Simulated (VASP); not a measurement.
Set up this calculation in VASP 6.6.1, as the native input.

* Task: relaxation of cell and atoms
* Functional: PBE
* Potentials or basis: VASP PAW PBE potentials, release 64 (Al, H)
* Cutoff: 600 eV
* k mesh: 12 × 12 × 10
* Occupations: gaussian, width 0.1 eV
* Spin: no spin polarisation
* Dipole correction: no
* Further INCAR settings: ALGO = Fast; EDIFF = 1e-06; IBRION = 2; EDIFFG = -0.01; NSW = 100; ISIF = 3

The structure of Al3H2 lies in POSCAR:

```
Al3H2
1.0
    4.7904220618      0.0000000000      0.0000000000
   -2.3952110309      4.1486272003      0.0000000000
    0.0000000000      0.0000000000      3.7730791897
Al H
3 2
Direct
    0.6709382254      0.6709382254      0.0000000000
    0.3290617746      0.0000000000      0.0000000000
    0.0000000000      0.3290617746      0.0000000000
    0.0000000000      0.0000000000      0.2720368730
    0.0000000000      0.0000000000      0.7279631270
```

The cell was generated, and may not be a known phase.

One way to write it, as run:

INCAR

```
  PREC = Accurate
  ENCUT = 600
  EDIFF = 1E-6
  ISMEAR = 0
  SIGMA = 0.1
  LREAL = F
  LASPH = T
  NELM = 100
  ALGO = Fast
  ISIF = 3
  LWAVE = F
  LCHARG = F
  GGA = PE
  IBRION = 2
  NSW = 100
  EDIFFG = -0.01
```

KPOINTS

```
Automatic mesh
0
Gamma
  12 12 10
```

Potentials or basis: VASP PAW PBE potentials, release 64 (Al, H).

Launch:

```sh
$ cat potpaw_PBE.64/Al/POTCAR potpaw_PBE.64/H/POTCAR > POTCAR
$ mpirun -np 1 vasp_std > vasp.out
```

It gave:

```json
{"Relaxed volume": "14.71 Å³/atom", "Relaxed cell": "a = 4.744 Å, b = 4.744 Å, c = 3.774 Å, α = 90.00°, β = 90.00°, γ = 120.00°", "Space group after relaxing (to 0.1 Å)": "P-62m (No. 189)", "Energy gained by relaxing": "2.0 meV/atom", "Ionic steps": "7", "Pressure after relaxing": "-0.1 GPa", "Largest force after relaxing": "0.006 eV/Å", "Band gap on the k mesh": "zero (an odd number of electrons rules out a gap without spin polarisation)"}
```

It took 4.1 min on 1 thread of Oxide Virtual Turin-like Processor, on a shared host, peak memory 0.23 GiB.
